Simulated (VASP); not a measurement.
Write the native input for VASP 6.6.1 that does the following.

| Item | Value |
| --- | --- |
| Task | single point |
| Functional | PBE |
| Potentials or basis | VASP PAW PBE potentials, release 64 (Te, Mo_sv) |
| Cutoff | 500 eV |
| k mesh | 8 × 8 × 1 |
| Occupations | gaussian, width 0.1 eV |
| Spin | no spin polarisation |
| Dipole correction | no |
| Further INCAR settings | ALGO = Normal; EDIFF = 1e-06; NBANDS = 35 |

The structure of Te2Mo lies in POSCAR:

```
Te2Mo
1.0
    3.5603917377      0.0000000000      0.0000000000
   -1.7801958688      3.0833896922      0.0000000000
    0.0000000000      0.0000000000     24.8112624000
Te Mo
4 2
Direct
    0.3333333333      0.6666666667      0.2236394800
    0.6666666667      0.3333333333      0.9206288600
    0.6666666667      0.3333333333      0.7759574772
    0.3333333333      0.6666666667      0.0793711400
    0.6666666667      0.3333333333      0.1515414900
    0.3333333333      0.6666666667      0.8484585100
```

One way to write it, as run:

INCAR

```
ALGO = Normal
EDIFF = 1E-6
ENCUT = 500
GGA = PE
GGA_COMPAT = False
ISIF = 2
ISMEAR = 0
LASPH = True
LCHARG = False
LREAL = False
LWAVE = False
NBANDS = 35
NELM = 120
PREC = Accurate
SIGMA = 0.1
```

KPOINTS

```
k-points
0
Gamma
  8 8 1
```

Potentials or basis: VASP PAW PBE potentials, release 64 (Te, Mo_sv).

Run with:

```console
$ cat potpaw_PBE.64/Te/POTCAR potpaw_PBE.64/Mo_sv/POTCAR > POTCAR
$ mpirun -np 1 vasp_std > vasp.out
```

It gave:

| Item | Value |
| --- | --- |
| Largest force | 0.242 eV/Å |
| Band gap on the k mesh | 1.23 eV |

Caveat: there is no dipole correction, which matters where the two faces differ; spin-orbit coupling is left out, which moves the levels of the heavy elements.

It took 5.7 min on 1 thread of Intel Xeon 8259CL, on a shared host, peak memory 0.39 GiB.
